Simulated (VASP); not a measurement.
Wanted: the native input for a VASP 6.6.1 run.

```yaml
Task: single point
Functional: PBE
Potentials_or_basis: VASP PAW PBE potentials, release 64 (Zn, S)
Cutoff: 520 eV
k_mesh: 9 × 9 × 4
Occupations: gaussian, width 0.05 eV
Spin: no spin polarisation
Dipole_correction: no
Further_INCAR_settings: ALGO = Normal; EDIFF = 1e-06; NBANDS = 46
```

The structure of ZnS lies in POSCAR:

```
ZnS
1.0
    3.8955366251      0.0000000000      0.0000000000
   -1.9477683125      3.3736336787      0.0000000000
    0.0000000000      0.0000000000     11.2931606761
Zn S
4 4
Direct
    0.0000000000      0.0000000000      0.0000492057
    0.0000000000      0.0000000000      0.5000492057
    0.3333333333      0.6666666667      0.2500242903
    0.6666666667      0.3333333333      0.7500242903
    0.0000000000      0.0000000000      0.1872905901
    0.0000000000      0.0000000000      0.6872905901
    0.3333333333      0.6666666667      0.4376359138
    0.6666666667      0.3333333333      0.9376359138
```

These files were run (other wordings do the same):

INCAR

```
PREC = Accurate
ENCUT = 520
EDIFF = 1E-6
ISMEAR = 0
SIGMA = 0.05
LREAL = False
LASPH = True
NELM = 80
ALGO = Normal
ISIF = 2
LWAVE = False
LCHARG = True
GGA = PE
LELF = True
LVHAR = True
NBANDS = 46
```

KPOINTS

```
regular mesh
0
Gamma
  9 9 4
```

Potentials or basis: VASP PAW PBE potentials, release 64 (Zn, S).

Launch:

```bash
$ cat potpaw_PBE.64/Zn/POTCAR potpaw_PBE.64/S/POTCAR > POTCAR
$ mpirun -np 1 vasp_std > vasp.out
```

Results of the run:

| Property | Result |
| --- | --- |
| Pressure | 9.6 GPa |
| Largest force | 1.704 eV/Å |
| Band gap on the k mesh | 2.19 eV |

Caveat: the stress differs along the axes, from 1 to 26 GPa; forces of over 1 eV/Å act on the atoms, so gaps and moduli don't describe the material at rest.

Wall time 3.8 min on 1 thread of Intel(R) Xeon(R) Platinum 8488C (Sapphire Rapids) (shared host), peak memory 0.37 GiB.
